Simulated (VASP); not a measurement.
Set up this calculation in VASP 6.6.1, as the native input.

- Task: single point
- Functional: PBE
- Potentials or basis: VASP PAW PBE potentials, release 64 (Sn_d)
- Cutoff: 520 eV
- k mesh: 13 × 13 × 13
- Occupations: fermi-dirac, width 0.08 eV
- Spin: no spin polarisation
- Dipole correction: no
- Further INCAR settings: ALGO = Normal; EDIFF = 1e-06; NBANDS = 21

The structure of Sn lies in POSCAR:

```
Sn
1.0
    0.0000000000      2.5597355058      2.5597355058
    2.5597355058      0.0000000000      2.5597355058
    2.5597355058      2.5597355058      0.0000000000
Sn
2
Direct
   -0.1250000000     -0.1250000000     -0.1250000000
    0.1250000000      0.1250000000      0.1250000000
```

The input as run:

INCAR

```
PREC = Accurate
ENCUT = 520
EDIFF = 1E-6
ISMEAR = -1
SIGMA = 0.08
LREAL = F
LASPH = T
NELM = 60
ALGO = Normal
ISIF = 2
LWAVE = F
LCHARG = T
GGA = PE
LELF = T
LVHAR = T
NBANDS = 21
```

KPOINTS

```
Automatic mesh
0
Gamma
  13 13 13
```

Potentials or basis: VASP PAW PBE potentials, release 64 (Sn_d).

The run is started by

```sh
$ cat potpaw_PBE.64/Sn_d/POTCAR > POTCAR
$ mpirun -np 1 vasp_std > vasp.out
```

It gave:

The pressure is 181.1 GPa and the band gap on the k mesh is zero (band 14 reaches 17.61 eV, above the bottom of band 15 at 16.27 eV).

Caveat: spin-orbit coupling is left out, which moves the levels of the heavy elements.

Wall time 22 s on 1 thread of Intel(R) Xeon(R) 6975P-C (Granite Rapids) (shared host), peak memory 0.18 GiB.
